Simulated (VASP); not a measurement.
The system is Nb.

```xyz
1
Lattice="-1.6511 1.6511 1.6511 1.6511 -1.6511 1.6511 1.6511 1.6511 -1.6511" Properties=species:S:1:pos:R:3 pbc="T T T"
Nb    0.0000    0.0000    0.0000
```

Base run:

* Program: VASP 6.6.1
* Functional: r2SCAN
* Potentials or basis: VASP PAW PBE potentials, release 64 (Nb_sv)
* Cutoff: 520 eV
* k mesh: 13 × 13 × 13
* Occupations: gaussian, width 0.6 eV
* Spin: no spin polarisation

Its results: band gap on the k mesh zero (an odd number of electrons rules out a gap without spin polarisation); pressure 1.0 GPa.

Task: After a change of settings the same cell gave: band gap on the k mesh zero (an odd number of electrons rules out a gap without spin polarisation); pressure -0.7 GPa. Which change was it?
A. occupations from gaussian, width 0.6 eV to fermi-dirac, width 0.6 eV; further incar settings from ALGO = Normal; EDIFF = 1e-06; NBANDS = 12 to ALGO = Normal; EDIFF = 1e-07; NBANDS = 12
B. occupations from gaussian, width 0.6 eV to gaussian, width 1 eV
C. occupations from gaussian, width 0.6 eV to methfessel-paxton, width 0.03 eV

Result: C.

Caveats: the PAW data sets were made with another functional, which shifts forces and pressure a little; so wide a smearing shifts energies and pressures (at least some runs).
